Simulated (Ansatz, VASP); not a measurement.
One calculation of HgTe, two programs

```
CELL_PARAMETERS angstrom
0.00000 3.21450 3.21450
3.21450 0.00000 3.21450
3.21450 3.21450 0.00000
ATOMIC_POSITIONS crystal
Hg 0.00000 0.00000 0.00000
Te 0.75000 0.75000 0.75000
```

Alike in both runs: task single point; functional PBE; k mesh 4 × 4 × 4; occupations fermi-dirac, width 0.04 eV; no spin polarisation.

|  | VASP | Ansatz |
| --- | --- | --- |
| version | VASP 6.6.1 | Ansatz 0.2.0 |
| potentials or method | VASP PAW PBE potentials, release 64 (Hg, Te), cutoff 520 eV | all-electron LAPW, scalar-relativistic |

VASP gave:

```
gap on the k mesh at the Fermi level (eV) : none
pressure (GPa)                            : 5.1
```

Problem. Estimate Ansatz's values.

Solution. gap on the k mesh at the Fermi level (eV): none; pressure (GPa): 5.0.

A gap of «none» marks a metal or a gap that the smearing closes. Ansatz ran all-electron here, and VASP with PAW potentials.

The k mesh is coarse, so the values compare programs but aren't converged. Neither program's run includes spin-orbit coupling. Noted on Ansatz's run: the k mesh is thin for a metal, which can move the energy by tens of meV per atom.
